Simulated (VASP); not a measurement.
A run of VASP 6.6.1 is set up as follows.

The input INCAR:

```
SYSTEM = BiO3
  PREC = Accurate
  ENCUT = 520
  EDIFF = 1E-6
  ISMEAR = -1
  SIGMA = 0.06122561905347299
  LREAL = .FALSE.
  LASPH = .TRUE.
  NELM = 100
  ALGO = Normal
  ISIF = 2
  LWAVE = .FALSE.
  LCHARG = .FALSE.
  GGA = PE
  NBANDS = 24
```

Contents of KPOINTS:

```
regular mesh
0
G
  26 26 26
  0 0 0
```

File POSCAR:

```
BiO3
1.0
    4.1144908414      0.0000000000      0.0000000000
    0.0000000000      4.1144908414      0.0000000000
    0.0000000000      0.0000000000      4.1144908414
Bi O
1 3
Direct
    0.0000000000      0.0000000000      0.0000000000
    0.5000000000      0.0000000000      0.0000000000
    0.0000000000      0.5000000000      0.0000000000
    0.0000000000      0.0000000000      0.5000000000
```

Potentials or basis: VASP PAW PBE potentials, release 64 (Bi_d, O).

Run with:

```console
$ cat potpaw_PBE.64/Bi_d/POTCAR potpaw_PBE.64/O/POTCAR > POTCAR
$ mpirun -np 1 vasp_std > vasp.out
```

Problem. Estimate the band gap on the k mesh.

Solution. Zero (an odd number of electrons rules out a gap without spin polarisation).

Problem. What does it give for the pressure?

Solution. 6.1 GPa.

Caveat: the cell stands under pressure; spin-orbit coupling is left out, which moves the levels of the heavy elements; an odd number of electrons without spin polarisation forces a metal; a magnetic or distorted state may lie lower.
